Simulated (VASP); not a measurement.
A run of VASP 6.6.1 is set up as follows.

INCAR

```
ALGO = Normal
EDIFF = 1E-7
ENCUT = 520
GGA = RP
ISIF = 2
ISMEAR = -1
LASPH = True
LCHARG = True
LELF = True
LREAL = False
LVHAR = True
LWAVE = False
NBANDS = 8
NELM = 80
PREC = Accurate
SIGMA = 0.1
```

The input KPOINTS:

```
k-points
0
Gamma
  31 31 31
```

The input POSCAR:

```
B
1.0
   -1.1288949741      1.1288949741      1.1288949741
    1.1288949741     -1.1288949741      1.1288949741
    1.1288949741      1.1288949741     -1.1288949741
B
1
Direct
    0.0000000000      0.0000000000      0.0000000000
```

Potentials or basis: VASP PAW PBE potentials, release 64 (B).

The run is started by

```bash
$ cat potpaw_PBE.64/B/POTCAR > POTCAR
$ mpirun -np 1 vasp_std > vasp.out
```

Predict the band gap on the k mesh.

zero (an odd number of electrons rules out a gap without spin polarisation).

What does it give for the pressure?

21.2 GPa.

Caveat: the cell stands under pressure; the PAW data sets were made with another functional, which shifts forces and pressure a little.
